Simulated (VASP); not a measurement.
# Te (R-3m) in VASP: further runs

Te is run at these levels: PBE; tasks: single point.

Program: VASP 6.6.1. These are calculated values, not measurements. Logs are shortened: lines on timing, memory, paths and dates and some standing lists are left out, and cuts for length are marked.

**1. The cell of the first run**

It takes space group R-3m (No. 166, trigonal). Conventional cell: a = 4.509 Å, b = 4.509 Å, c = 5.722 Å, α = 90.00°, β = 90.00°, γ = 120.00°. Te (site symmetry -3m) has 6 Te at 3.23 Å within 4.2 Å.

**2. Single point, PBE (33.58 Å³/atom)**

Contents of INCAR:

```
ALGO = Normal
EDIFF = 1E-6
ENCUT = 520
GGA = PE
ISIF = 2
ISMEAR = 0
LASPH = True
LCHARG = False
LREAL = False
LWAVE = False
NBANDS = 9
NELM = 100
PREC = Accurate
SIGMA = 0.15
```

Contents of KPOINTS:

```
k-points
0
Gamma
  15 15 15
```

Contents of POSCAR:

```
Te
1.0
    2.2544239566      1.3015922782      1.9072426672
   -2.2544239566      1.3015922782      1.9072426672
    0.0000000000     -2.6031845564      1.9072426673
Te
1
Direct
    0.5000000000      0.5000000000      0.5000000000
```

Potentials or basis: VASP PAW PBE potentials, release 64 (Te).

Started as:

```bash
> cat potpaw_PBE.64/Te/POTCAR > POTCAR
> mpirun -np 1 vasp_std > vasp.out
```

OUTCAR:

```text
EDIFF = 1E-6
   ENCUT = 520
   GGA = PE
   ISIF = 2
   ISMEAR = 0
   LASPH = True
   LREAL = False
   NELM = 100
   PREC = Accurate

 ion  position               nearest neighbor table
   1  0.500  0.500  0.500-

  LATTYP: Found a trigonal (rhomboedric) cell.
 ALAT       =     3.2270953544
 COS(alpha) =     0.0239376049

  Lattice vectors:

 A1 = (   2.2544239566,   1.3015922782,   1.9072426672)
 A2 = (  -2.2544239566,   1.3015922782,   1.9072426672)
 A3 = (   0.0000000000,  -2.6031845564,   1.9072426673)

Analysis of symmetry for initial positions (statically):
=====================================================================
 Subroutine PRICEL returns:
 Original cell was already a primitive cell.

 Routine SETGRP: Setting up the symmetry group for a
 trigonal (rhombohedral) supercell.

 Subroutine GETGRP returns: Found 12 space group operations
 (whereof 12 operations were pure point group operations)
 out of a pool of 12 trial point group operations.

The static configuration has the point symmetry D_3d.

Analysis of symmetry for dynamics (positions and initial velocities):
=====================================================================
 Subroutine PRICEL returns:
 Original cell was already a primitive cell.

 Routine SETGRP: Setting up the symmetry group for a
 trigonal (rhombohedral) supercell.

 Subroutine GETGRP returns: Found 12 space group operations
 (whereof 12 operations were pure point group operations)
 out of a pool of 12 trial point group operations.

The dynamic configuration has the point symmetry D_3d.

 Subroutine INISYM returns: Found 12 space group operations
 (whereof 12 operations are pure point group operations),
 and found     1 'primitive' translations

----------------------------------------------------------------------------------------

                                     Primitive cell

  volume of cell :      33.5790

  direct lattice vectors                    reciprocal lattice vectors
     2.254423957  1.301592278  1.907242667     0.221786146  0.128048291  0.174772376
    -2.254423957  1.301592278  1.907242667    -0.221786146  0.128048291  0.174772376
     0.000000000 -2.603184556  1.907242667     0.000000000 -0.256096582  0.174772376

  length of vectors
     3.227095354  3.227095354  3.227095354     0.310049742  0.310049742  0.310049742

  position of ions in fractional coordinates (direct lattice)
     0.500000000  0.500000000  0.500000000

  ion indices of the primitive-cell ions
   primitive index   ion index
                 1           1

----------------------------------------------------------------------------------------

 KPOINTS: k-points

Automatic generation of k-mesh.
 Grid dimensions read from file:
 generate k-points for:   15   15   15

 Generating k-lattice:

  Cartesian coordinates                     Fractional coordinates (reciprocal lattice)
     0.014785743  0.008536553  0.011651492     0.066666667  0.000000000 -0.000000000
    -0.014785743  0.008536553  0.011651492     0.000000000  0.066666667 -0.000000000
     0.000000000 -0.017073105  0.011651492     0.000000000  0.000000000  0.066666667

  Length of vectors
     0.020669983  0.020669983  0.020669983

  Shift w.r.t. Gamma in fractional coordinates (k-lattice)
     0.000000000  0.000000000  0.000000000

 Subroutine IBZKPT returns following result:
 ===========================================

 Found    344 irreducible k-points:

 Following reciprocal coordinates:
            Coordinates               Weight
  0.000000  0.000000  0.000000      1.000000
  0.066667  0.000000  0.000000      6.000000
  0.133333 -0.000000  0.000000      6.000000
  0.200000 -0.000000  0.000000      6.000000
  0.266667 -0.000000  0.000000      6.000000
  0.333333 -0.000000  0.000000      6.000000
[... 16 lines left out ...]
  0.133333  0.133333  0.000000      6.000000
  0.200000  0.133333 -0.000000     12.000000
 [... further k-points ...]
   k-points           NKPTS =    344   k-points in BZ     NKDIM =    344   number of bands    NBANDS=      9
   number of dos      NEDOS =    301   number of ions     NIONS =      1
   total plane-waves  NPLWV =  13824
   dimension x,y,z NGX =    24 NGY =   24 NGZ =   24
   dimension x,y,z NGXF=    48 NGYF=   48 NGZF=   48
   ions per type =               1
   NGX,Y,Z   is equivalent  to a cutoff of  12.36, 12.36, 12.36 a.u.
   NGXF,Y,Z  is equivalent  to a cutoff of  24.73, 24.73, 24.73 a.u.
 SYSTEM =  unknown system
   PREC   = accura    normal or accurate (medium, high low for compatibility)
   ISTART =      0    job   : 0-new  1-cont  2-samecut
   ICHARG =      2    charge: 1-file 2-atom 10-const
   ISPIN  =      1    spin polarized calculation?
   LNONCOLLINEAR =      F non collinear calculations
   LSORBIT =      F    spin-orbit coupling
   LASPH  =      T    aspherical Exc in radial PAW
   ENCUT  =  520.0 eV  38.22 Ry    6.18 a.u.   6.00  6.00  6.00*2*pi/ulx,y,z
   NELM   =    100;   NELMIN=  2; NELMDL= -5     # of ELM steps
   EDIFF  = 0.1E-05   stopping-criterion for ELM
   LREAL  =      F    real-space projection
[... 7 lines left out ...]
   TEBEG  =    0.0;   TEEND  =   0.0 temperature during run
   PSTRESS=    0.0 pullay stress
   NELECT =       6.0000    total number of electrons
   NUPDOWN=      -1.0000    fix difference up-down
   EMIN   =  10.00;   EMAX   =-10.00  energy-range for DOS
   EFERMI =   0.00;   METHOD = LEGACY
   ISMEAR =     0;   SIGMA  =   0.15  broadening in eV -4-tet -1-fermi 0-gaus
   EFERMI_NEDOS =   21; number of points for ismear=-14 and -15
   IALGO  =     38    algorithm
   IMIX   =      4    mixing-type and parameters
     AMIX     =   0.40;   BMIX     =  1.00
     AMIX_MAG =   1.60;   BMIX_MAG =  1.00
  volume/ion in A,a.u.               =      33.58       226.60
  Fermi-wavevector in a.u.,A,eV,Ry     =   0.922082  1.742481 11.568141  0.850234
  Thomas-Fermi vector in A             =   2.047569
   LORBIT       =      0    0 simple, 1 ext, 2 COOP (PROOUT), +10 PAW based schemes
   GGA     = PE    functional components
   LHFCALC =     F    Hartree Fock is set to
   AEXX    =    0.0000 exact exchange contribution
   IVDW    =     0    specifies the selected vdW correction
   LEPSILON=     F    determine dielectric tensor
   LRPA    =     F    only Hartree local field effects (RPA)
 non-spin polarized calculation
 Gauss-broadening in eV      SIGMA  =   0.15
  energy-cutoff  :      520.00
  volume of cell :       33.58
 maximum number of plane-waves:       937
   NGX = 11   NGY = 11   NGZ = 11

 number of electron       6.0000002 magnetization

 Free energy of the ion-electron system (eV)
  ---------------------------------------------------
  ext. energy  EPLUGINS =         0.00000000
  ---------------------------------------------------
  free energy    TOTEN  =        -3.10458552 eV

  energy without entropy =       -3.09869053  energy(sigma->0) =       -3.10163802

 E-fermi :   6.0754     XC(G=0):  -9.1689

 val. band max:        6.0731297182   @ k =  -0.2000   0.1333   0.1333
 cond. band min:       6.0809593807   @ k =  -0.4000   0.2667   0.2000
 fundamental gap:      0.0078296625
 Fermi energy:         6.0754191764

 k-point     1 :       0.0000    0.0000    0.0000
  band No.  band energies     occupation
      1      -7.3104      2.00000
      2       7.1993      0.00000
      3       7.1993      0.00000
      4       7.3525      0.00000
      5      12.1770      0.00000
      6      12.1770      0.00000
      7      12.4833      0.00000
      8      23.2135      0.00000
      9      23.2237      0.00000

 k-point     2 :       0.0667    0.0000    0.0000
  band No.  band energies     occupation
      1      -7.2601      2.00000
      2       6.6528      0.00000
      3       7.2440      0.00000
      4       7.3526      0.00000
      5      12.2248      0.00000
      6      12.4036      0.00000
      7      13.0088      0.00000
      8      22.0966      0.00000
      9      22.1763      0.00000

 k-point     3 :       0.1333   -0.0000    0.0000
  band No.  band energies     occupation
      1      -7.1117      2.00000
      2       5.4189      2.00000
      3       7.3740      0.00000
      4       7.4777      0.00000
      5      12.3667      0.00000
      6      12.5963      0.00000
      7      14.5288      0.00000
      8      20.7791      0.00000
      9      20.8602      0.00000

 k-point     4 :       0.2000   -0.0000    0.0000
  band No.  band energies     occupation
      1      -6.8741      2.00000
      2       4.0651      2.00000
      3       7.5769      0.00000
      4       7.6795      0.00000
      5      12.5971      0.00000
      6      12.8809      0.00000
      7      16.3314      0.00000
      8      19.5617      0.00000
      9      19.6528      0.00000

 k-point     5 :       0.2667   -0.0000    0.0000
  band No.  band energies     occupation
      1      -6.5660      2.00000
      2       2.7911      2.00000
      3       7.8296      0.00000
      4       7.9318      0.00000
      5      12.9039      0.00000
      6      13.2755      0.00000
      7      17.7864      0.00000
      8      18.4918      0.00000
      9      18.7090      0.00000

 k-point     6 :       0.3333   -0.0000    0.0000
  band No.  band energies     occupation
      1      -6.2223      2.00000
      2       1.6949      2.00000
      3       8.0961      0.00000
      4       8.1979      0.00000
      5      13.2606      0.00000
      6      13.7810      0.00000
      7      17.4468      0.00000
      8      17.6183      0.00000
      9      18.1635      0.00000
[... 169 lines left out ...]
 k-point    21 :      -0.1333    0.0667    0.0000
  band No.  band energies     occupation
      1      -7.0580      2.00000
      2       5.4431      2.00000
      3       6.8007      0.00000
      4       7.4772      0.00000
      5      12.5189      0.00000
      6      13.2288      0.00000
      7      14.6051      0.00000
      8      20.3632      0.00000
      9      20.8096      0.00000

 k-point    22 :      -0.0667    0.0667    0.0000
  band No.  band energies     occupation
      1      -7.2080      2.00000
      2       6.6521      0.00000
      3       6.7141      0.00000
      4       7.3485      0.00000
      5      12.3577      0.00000
      6      12.9597      0.00000
      7      13.1649      0.00000
      8      21.6826      0.00000
      9      22.0252      0.00000

 k-point    23 :       0.1333    0.1333    0.0000
  band No.  band energies     occupation
      1      -6.9193      2.00000
      2       5.5944      1.99999
      3       5.7111      1.99941
      4       7.5943      0.00000
      5      12.6724      0.00000
      6      14.5697      0.00000
      7      14.6086      0.00000
      8      18.3150      0.00000
      9      20.9590      0.00000

 k-point    24 :       0.2000    0.1333   -0.0000
  band No.  band energies     occupation
      1      -6.6843      2.00000
      2       4.2990      2.00000
      3       5.8937      1.91342
      4       7.7934      0.00000
      5      12.9176      0.00000
      6      14.6660      0.00000
      7      16.0197      0.00000
      8      17.5836      0.00000
      9      19.8452      0.00000

 [... further k-points ...]
[... 5 lines left out ...]
  --------------------------------------------------------------------------------------
  -------------------------------------------------------------------------------------
  Total       -0.2520719     -0.2520719     -0.3151587     -0.0000000      0.0000000      0.0000000
  in kB      -12.0272768    -12.0272768    -15.0373795     -0.0000000      0.0000000      0.0000000
  external PRESSURE =     -13.0306443 kB  Pullay stress =       0.0000000 kB

 VOLUME and BASIS-vectors are now :
 -----------------------------------------------------------------------------
  energy-cutoff  :      520.00
  volume of cell :       33.58
      direct lattice vectors                 reciprocal lattice vectors
     2.254423957  1.301592278  1.907242667     0.221786146  0.128048291  0.174772376
    -2.254423957  1.301592278  1.907242667    -0.221786146  0.128048291  0.174772376
     0.000000000 -2.603184556  1.907242667     0.000000000 -0.256096582  0.174772376

 POSITION                                       TOTAL-FORCE (eV/Angst)
 -----------------------------------------------------------------------------------
      0.00000      0.00000      2.86086         0.000000      0.000000      0.000000
 -----------------------------------------------------------------------------------
    total drift:                                0.000000      0.000000     -0.000000

  FREE ENERGIE OF THE ION-ELECTRON SYSTEM (eV)
  ---------------------------------------------------
  free  energy   TOTEN  =        -3.1045855166 eV

  energy  without entropy=       -3.0986905306  energy(sigma->0) =       -3.10163802
```

It used 50 s of CPU time on 1 thread of Intel Xeon 8259CL, on a shared host.

What came out:

| Quantity | Value |
| --- | --- |
| Free energy | -3.1046 eV |
| Pressure | -1.3 GPa |
| Band gap on the k mesh | zero (bands 3 and 4 overlap by 5.12 eV) |

Levels at points of the mesh, in eV from the Fermi level:
```csv
k point,band 1,band 2,band 3,band 4,band 5,band 6,band 7,band 8
"(0.00, 0.00, 0.00)",-13.39,1.12,1.12,1.28,6.10,6.10,6.41,17.14
```

Caveat: spin-orbit coupling is left out, which moves the levels of the heavy elements.

**3. Single point, PBE (34.45 Å³/atom)**

This run uses another cell than the first one, of 34.45 Å³/atom.

Contents of INCAR:

```
ALGO = Normal ; EDIFF = 1E-6
ENCUT = 520 ; GGA = PE
ISIF = 2 ; ISMEAR = 0
LASPH = True ; LCHARG = True
LELF = True ; LREAL = False
LVHAR = True ; LWAVE = False
NBANDS = 9 ; NELM = 60
PREC = Accurate ; SIGMA = 0.15
```

KPOINTS is that of step 2.

Contents of POSCAR:

```
Te
1.0
    2.3353112695      1.3482925901      1.8235667267
   -2.3353112695      1.3482925901      1.8235667267
    0.0000000000     -2.6965851802      1.8235667267
Te
1
Direct
    0.5000000000      0.5000000000      0.5000000000
```

Potentials or basis: VASP PAW PBE potentials, release 64 (Te).

Started as:

```bash
> cat potpaw_PBE.64/Te/POTCAR > POTCAR
> mpirun -np 1 vasp_std > vasp.out
```

Wall time 70 s (1 thread of Intel Xeon 8259CL, shared host); peak memory 0.22 GiB.

The run converged. Its results:

```yaml
Free_energy: -3.0940 eV
Pressure: -2.4 GPa
Band_gap_on_the_k_mesh: zero (bands 3 and 4 overlap by 4.79 eV)
```

Stress tensor (GPa, compression positive):
```
-2.54  0.00  0.00
 0.00 -2.54  0.00
 0.00  0.00 -2.08
```

Levels at points of the mesh, in eV from the Fermi level:
```tsv
k point	band 1	band 2	band 3	band 4	band 5	band 6	band 7
(0.00, 0.00, 0.00)	-13.19	1.03	1.21	1.21	6.14	6.14	6.32
```

Caveat: spin-orbit coupling is left out, which moves the levels of the heavy elements.

**4. Single point, PBE**

This run uses another cell than the first one, of 32.71 Å³/atom.

Contents of INCAR:

```
ALGO     = Normal         # electronic algorithm
EDIFF    = 1E-6           # SCF threshold, eV
ENCUT    = 500            # plane-wave cutoff, eV
GGA      = PE             # functional
GGA_COMPAT= F            
ISIF     = 2              # what is computed and relaxed
ISMEAR   = 0              # smearing method
LASPH    = T              # aspherical terms in the spheres
LCHARG   = F              # write CHGCAR
LREAL    = F              # projectors in reciprocal space
LWAVE    = F              # write WAVECAR
NBANDS   = 9              # bands
NELM     = 120            # most SCF steps
PREC     = Accurate       # precision mode
SIGMA    = 0.15           # smearing width, eV
```

KPOINTS is that of step 3.

Contents of POSCAR:

```
Te
1.0
    2.2546866198      1.3017439269      1.8572605249
   -2.2546866198      1.3017439269      1.8572605249
    0.0000000000     -2.6034878537      1.8572605249
Te
1
Direct
    0.5000000000      0.5000000000      0.5000000000
```

Started as:

```bash
> cat potpaw_PBE.64/Te/POTCAR > POTCAR
> mpirun -np 1 vasp_std > vasp.out
```

Run time: 32 s. Hardware: 1 thread of Intel Xeon Platinum 8259CL at 2.50GHz (Skylake/Cascade Lake), shared host; peak memory 0.21 GiB.

It converged, with:

| Property | Result |
| --- | --- |
| Free energy | -3.1088 eV |
| Pressure | 0.0 GPa |
| Band gap on the k mesh | zero (bands 3 and 4 overlap by 5.43 eV) |

Levels at points of the mesh, in eV from the Fermi level:
| k point | band 1 | band 2 | band 3 | band 4 | band 5 | band 6 | band 7 | band 8 |
| --- | --- | --- | --- | --- | --- | --- | --- | --- |
| (0.00, 0.00, 0.00) | -13.59 | 1.18 | 1.18 | 1.22 | 6.05 | 6.05 | 6.50 | 17.41 |

Caveat: spin-orbit coupling is left out, which moves the levels of the heavy elements.

**5. Overview**

```tsv
cell	cutoff (eV)	gap on the mesh (eV)	pressure (GPa)
a = 3.227 Å, angles 88.6°, 1 atom	520	none	-1.3
a = 3.255 Å, angles 91.7°, 1 atom	520	none	-2.4
a = 3.198 Å, angles 89.7°, 1 atom	500	none	0.0
```

Alike in all rows: task single point; level PBE; potentials or basis VASP PAW PBE potentials, release 64 (Te); no spin polarisation; k mesh 15 × 15 × 15; smearing gaussian 0.15 eV.

Caveats: spin-orbit coupling is left out, which moves the levels of the heavy elements.

Total energies depend on the potentials used, so only differences within one code and one set of settings carry meaning.

The gap in the log of VASP goes by the Fermi energy; the results here count the filled bands.